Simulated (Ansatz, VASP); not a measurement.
# Two plane-wave programs on As7Ir

```xyz
8
Lattice="7.9840 0.0000 0.0000 -3.9920 6.9144 0.0000 0.0000 0.0000 4.5643" Properties=species:S:1:pos:R:3 pbc="T T T"
As    2.8310    0.0000    0.0000
As   -1.4155    2.4517    0.0000
As    2.5765    4.4626    0.0000
As    5.1530    0.0000    0.0000
As   -2.5765    4.4626    0.0000
As    1.4155    2.4517    0.0000
As    0.0000    0.0000    0.0000
Ir    0.0000    0.0000    2.2821
```

Alike in both runs: functional PBE; k mesh 6 × 6 × 8; occupations gaussian, width 0.1 eV; no spin polarisation.

Ansatz relaxed the structure, and its values are those at the end. VASP's run is a single point on that final structure, the one shown.

|  | VASP | Ansatz |
| --- | --- | --- |
| version | VASP 6.6.1 | Ansatz 0.2.0 |
| potentials or method | VASP PAW PBE potentials, release 64 (As, Ir), cutoff 520 eV | scalar-relativistic, plane waves, PAW |
| valence electrons in the cell | 44 | 122 |

VASP gave:

- gap on the k mesh at the Fermi level (eV): none
- pressure (GPa): 0.2
- rms of the force components (eV/Å): 0.019

Problem. Which values does Ansatz return?

Solution. gap on the k mesh at the Fermi level (eV): none; pressure (GPa): 0.0; rms of the force components (eV/Å): 0.005.

A gap of «none» marks a metal or a gap that the smearing closes. VASP's potentials hold 44 valence electrons a cell and Ansatz's 122, so a difference there can come from the potentials and not from the codes.

Neither program's run includes spin-orbit coupling.
